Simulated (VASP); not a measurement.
Runs of VASP 6.6.1 on Si. The structure is that of space group Fm-3m (No. 225), or close to it. The cells are those of the table. 

```tsv
task	cell	k mesh	cutoff (eV)	gap on the mesh (eV)	pressure (GPa)
single point	a = 2.740 Å, angles 60.0°, 1 atom	18 × 18 × 18	520	none	0.0
single point	a = 2.712 Å, angles 60.0°, 1 atom	18 × 18 × 18	520	none	(a)
single point	a = 2.655 Å, angles 60.0°, 1 atom	18 × 18 × 18	520	none	9.3
single point	a = 2.828 Å, angles 60.0°, 1 atom	18 × 18 × 18	520	none	-6.8
single point	a = 2.684 Å, angles 60.0°, 1 atom	18 × 18 × 18	520	none	5.9
relaxation of cell and atoms	relaxed from a = 2.702 Å, angles 60.0°, 1 atom	18 × 18 × 18	600	none	0.0
single point	a = 2.793 Å, angles 60.0°, 1 atom	18 × 18 × 18	520	none	-4.5
single point	a = 2.625 Å, angles 60.0°, 1 atom	18 × 18 × 18	520	none	(b)
single point	a = 2.767 Å, angles 60.0°, 1 atom	18 × 18 × 18	520	none	-2.4
single point	a = 2.702 Å, angles 60.0°, 1 atom	8 × 8 × 8	520	none	2.3
```

Alike in all rows: level PBE; potentials or basis VASP PAW PBE potentials, release 64 (Si); no spin polarisation; smearing gaussian 0.1 eV.

Problem. Fill in the values left out.

Solution. (a) 2.8; (b) 13.5.

A gap of «none» marks levels without a gap at the run's occupations.
